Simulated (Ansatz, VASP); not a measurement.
One calculation of Zr3N, two programs

INCAR

```
PREC = Accurate
ENCUT = 520
EDIFF = 1E-6
ISMEAR = 0
SIGMA = 0.1
LREAL = False
LASPH = True
NELM = 100
ALGO = Normal
ISIF = 2
LWAVE = False
LCHARG = False
GGA = PS
NBANDS = 51
```

KPOINTS

```
regular mesh
0
Gamma
  6 6 4
```

Contents of POSCAR:

```
Zr3N
1.0
    5.6159017043      0.0000000000      0.0000000000
   -2.8079508522      4.8635135411      0.0000000000
    0.0000000000      0.0000000000      5.1858321202
Zr N
6 2
Direct
    0.0000000000      0.6605667269      0.5000000000
    0.0000000000      0.3394332731      0.0000000000
    0.6605667269      0.6605667269      0.0000000000
    0.6605667269      0.0000000000      0.5000000000
    0.3394332731      0.3394332731      0.5000000000
    0.3394332731      0.0000000000      0.0000000000
    0.6666666667      0.3333333333      0.7500000000
    0.3333333333      0.6666666667      0.2500000000
```

Input for Ansatz:

```yaml
crystal:
  lattice:
    - [5.6159017043, 0.0, 0.0]
    - [-2.8079508522, 4.8635135411, 0.0]
    - [0.0, 0.0, 5.1858321202]
  atoms:
    - { symbol: Zr, position: [0.0, 0.6605667269, 0.5] }
    - { symbol: Zr, position: [0.0, 0.3394332731, 0.0] }
    - { symbol: Zr, position: [0.6605667269, 0.6605667269, 0.0] }
    - { symbol: Zr, position: [0.6605667269, 0.0, 0.5] }
    - { symbol: Zr, position: [0.3394332731, 0.3394332731, 0.5] }
    - { symbol: Zr, position: [0.3394332731, 0.0, 0.0] }
    - { symbol: "N", position: [0.6666666667, 0.3333333333, 0.75] }
    - { symbol: "N", position: [0.3333333333, 0.6666666667, 0.25] }
basis:
  ecutwfc: 420
kpoints:
  mp_grid: { grid: [6, 6, 4] }
hamiltonian:
  xc: pbesol
scf:
  occupations: { method: gaussian, width: 0.1 }
output:
  forces: true
  stress: true
  eigenvalues: true
```

Alike in both runs: task single point; functional PBEsol; k mesh 6 × 6 × 4; occupations gaussian, width 0.1 eV; no spin polarisation.

```csv
,VASP,Ansatz
version,VASP 6.6.1,Ansatz 0.2.0
potentials or method,"VASP PAW PBE potentials, release 64 (Zr_sv, N), cutoff 520 eV","scalar-relativistic, plane waves, PAW"
valence electrons in the cell,82,82
```

Ansatz gave:

| Quantity | Value |
| --- | --- |
| gap on the k mesh at the Fermi level (eV) | none |
| pressure (GPa) | -1.4 |
| traceless stress, the component that is largest in VASP (GPa) | 1.06 |
| rms of the force components (eV/Å) | 0.364 |

Q: Estimate VASP's values.

A: gap on the k mesh at the Fermi level (eV): none; pressure (GPa): -1.3; traceless stress, the component that is largest in VASP (GPa): 1.06; rms of the force components (eV/Å): 0.358.

VASP's potentials were made for PBE, not for PBEsol. Atom by atom the forces differ by 0.006 eV/Å (rms over components). A gap of «none» marks a metal or a gap that the smearing closes. With one functional, cell and mesh, what is left measures potentials, basis and numerics.
